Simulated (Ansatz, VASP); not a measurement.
Two plane-wave programs on CaSe

```
Ca Se
1.0
     0.00000    3.35931    3.35931
     3.35931    0.00000    3.35931
     3.35931    3.35931    0.00000
Ca Se
1 1
Direct
  0.00000 0.00000 0.00000
  0.25000 0.25000 0.25000
```

Alike in both runs: task single point; functional PBE; k mesh 6 × 6 × 6; no spin polarisation.

|  | VASP | Ansatz |
| --- | --- | --- |
| version | VASP 6.6.1 | Ansatz 0.2.0 |
| potentials or method | VASP PAW PBE potentials, release 64 (Ca_sv, Se) | plane waves, PAW |
| plane-wave cutoff (eV) | 520 | 420 |
| occupations | gaussian, width 0.01 eV | fixed |
| valence electrons in the cell | 16 | 26 |

|  | VASP | Ansatz | Ansatz less VASP |
| --- | --- | --- | --- |
| gap on the k mesh at the Fermi level (eV) | 2.99 | 2.99 | +0.001 |
| pressure (GPa) | -1.6 | -1.7 | -0.08 |

VASP's potentials hold 16 valence electrons a cell and Ansatz's 26, so a difference there can come from the potentials and not from the codes.
